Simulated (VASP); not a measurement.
Be27H, 28 atoms in the cell. The cell holds a slab with vacuum, 28 atoms: a = 6.870 Å, b = 6.870 Å, c = 14.588 Å, α = 90.00°, β = 90.00°, γ = 60.00°. 

| Quantity | Value |
| --- | --- |
| Program | VASP 6.6.1 |
| Task | single point |
| Functional | PBE |
| Potentials or basis | VASP PAW PBE potentials, release 64 (Be, H) |
| Cutoff | 520 eV |
| k mesh | 3 × 3 × 1 |
| Occupations | fermi-dirac, width 0.1 eV |
| Spin | no spin polarisation |
| Dipole correction | no |
| Further INCAR settings | LREAL = Auto; ALGO = Normal; EDIFF = 1e-07; NBANDS = 48 |

Potentials or basis: VASP PAW PBE potentials, release 64 (Be, H).

The run is started by

```console
$ cat potpaw_PBE.64/Be/POTCAR potpaw_PBE.64/H/POTCAR > POTCAR
$ mpirun -np 1 vasp_std > vasp.out
```

Hardware: 1 thread of Intel(R) Xeon(R) 6975P-C (Granite Rapids), with other jobs on the host.

Estimate the wall time of this run.

Wall time 6.4 min on 1 thread of Intel(R) Xeon(R) 6975P-C (Granite Rapids), on a shared host, peak memory 0.63 GiB. Counts: scf iterations 22, k points 5.
